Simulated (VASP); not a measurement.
**Na5TlW2Cl2O8: single point with PBE**

Crystal: Na5TlW2Cl2O8.

```
CELL_PARAMETERS angstrom
7.51810 0.00000 0.00000
0.00000 7.51810 0.00000
0.00000 0.00000 5.36000
ATOMIC_POSITIONS crystal
Na 0.49242 0.00758 0.35192
Na 0.00758 0.49242 0.64808
Na 0.75000 0.25000 0.00000
Na 0.25000 0.25000 0.00000
Na 0.25000 0.75000 0.00000
Tl 0.75000 0.75000 0.00000
W 0.00771 0.00771 0.50000
W 0.49229 0.49229 0.50000
Cl 0.48207 0.01793 0.83014
Cl 0.01793 0.48207 0.16986
O 0.80333 0.02371 0.32880
O 0.48559 0.31454 0.27845
O 0.18546 0.01441 0.27845
O 0.47629 0.69667 0.32880
O 0.31454 0.48559 0.72155
O 0.01441 0.18546 0.72155
O 0.69667 0.47629 0.67120
O 0.02371 0.80333 0.67120
```

```
Program             : VASP 6.6.1
Task                : single point
Functional          : PBE
Potentials or basis : VASP PAW PBE potentials, release 64 (Na_pv, Tl_d, W_sv, Cl, O)
Cutoff              : 520 eV
k mesh              : 3 × 3 × 4
Occupations         : fermi-dirac, width 0.02 eV
Spin                : no spin polarisation
```

The pressure is 4.6 GPa. The largest force is 0.400 eV/Å and the band gap on the k mesh is 3.57 eV (least direct gap 3.91 eV).

Forces on the atoms (eV/Å):
```
Na   0.004 -0.004 -0.012
Na  -0.004  0.004  0.012
Na   0.000  0.000  0.000
Na   0.000  0.000  0.000
Na   0.000  0.000  0.000
Tl   0.000  0.000  0.000
W   -0.003 -0.003  0.000
W    0.003  0.003  0.000
Cl   0.002 -0.002  0.005
Cl  -0.002  0.002 -0.005
O   -0.339  0.026 -0.204
O   -0.009 -0.301 -0.263
O    0.301  0.009 -0.263
O   -0.026  0.339 -0.204
O   -0.301 -0.009  0.263
O    0.009  0.301  0.263
O    0.339 -0.026  0.204
O    0.026 -0.339  0.204
```

Stress tensor (GPa, compression positive):
```
 4.60 -0.09 -0.68
-0.09  4.60  0.68
-0.68  0.68  4.72
```

Levels at points of the mesh, in eV from the valence-band top:
```tsv
k point	band 65	band 66	band 67	band 68	band 69	band 70	band 71	band 72	band 73	band 74
(0.00, 0.00, 0.00)	-1.55	-1.38	-1.38	-1.21	-0.54	3.66	3.68	4.23	4.31	4.41
(0.00, 0.00, 0.50)	-1.29	-1.28	-1.27	-1.24	-0.03	3.88	4.09	4.31	4.33	4.54
```

Run time: 5.8 min on 1 thread of Intel(R) Xeon(R) Platinum 8488C (Sapphire Rapids), on a shared host, peak memory 0.48 GiB.

Caveat: the cell stands under pressure; spin-orbit coupling is left out, which moves the levels of the heavy elements. A k mesh can miss the band edges.
